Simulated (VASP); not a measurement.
Input of a VASP 6.6.1 run:

The input INCAR:

```
SYSTEM = Zn
ALGO = Normal
EDIFF = 1E-7
ENCUT = 520
GGA = PS
ISIF = 2
ISMEAR = 0
LASPH = .TRUE.
LCHARG = .FALSE.
LREAL = .FALSE.
LWAVE = .FALSE.
NBANDS = 25
NELM = 60
PREC = Accurate
SIGMA = 0.1
```

Contents of KPOINTS:

```
k-points
0
G
  9 9 9
  0 0 0
```

POSCAR

```
Zn
1.0
    1.3920475518      0.8036990287      6.2675464463
   -1.3920475518      0.8036990287      6.2675464463
    0.0000000000     -1.6073980575      6.2675464463
Zn
3
Direct
    0.0000000000      0.0000000000      0.0000000000
    0.2221129627      0.2221129627      0.2221129627
    0.7778870373      0.7778870373      0.7778870373
```

Potentials or basis: VASP PAW PBE potentials, release 64 (Zn).

The run is started by

```bash
$ cat potpaw_PBE.64/Zn/POTCAR > POTCAR
$ mpirun -np 1 vasp_std > vasp.out
```

(1) Estimate the largest force.

(2) Estimate the pressure.

(3) Predict the band gap on the k mesh.

## Answers

(1) 0.004 eV/Å.

(2) 0.4 GPa.

(3) zero (band 18 reaches 5.26 eV, above the bottom of band 19 at 2.83 eV).

Caveat: the PAW data sets were made with another functional, which shifts forces and pressure a little.
